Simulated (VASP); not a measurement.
A run of VASP 6.6.1:

INCAR

```
ALGO = Normal
EDIFF = 1E-7
EDIFFG = -0.02
ENCUT = 600
GGA = PE
IBRION = 2
ISIF = 3
ISMEAR = 0
LASPH = True
LCHARG = False
LREAL = False
LWAVE = False
NELM = 80
NSW = 80
PREC = Accurate
PSTRESS = 200.0
SIGMA = 0.01
```

The input KPOINTS:

```
k-points
0
Gamma
  6 6 6
```

Contents of POSCAR:

```
SrCl2
1.0
    4.9332720000      0.0000000000      0.0000000000
    2.4666360000      4.2723388758      0.0000000000
    2.4666360000      1.4241129586      4.0279997208
Sr Cl
1 2
Direct
    0.0000000000      0.0000000000      0.0000000000
    0.2500000000      0.2500000000      0.2500000000
    0.7500000000      0.7500000000      0.7500000000
```

Potentials or basis: VASP PAW PBE potentials, release 64 (Sr_sv, Cl).

Run with:

```sh
$ cat potpaw_PBE.64/Sr_sv/POTCAR potpaw_PBE.64/Cl/POTCAR > POTCAR
$ mpirun -np 1 vasp_std > vasp.out
```

Hardware: 1 thread of Intel(R) Xeon(R) Platinum 8488C (Sapphire Rapids) (shared host).

Question: Estimate the wall time of this run.

Answer: Wall time 110 s on 1 thread of Intel(R) Xeon(R) Platinum 8488C (Sapphire Rapids), on a shared host, peak memory 0.25 GiB. Counts: scf iterations 72, k points 16, ion steps 7.
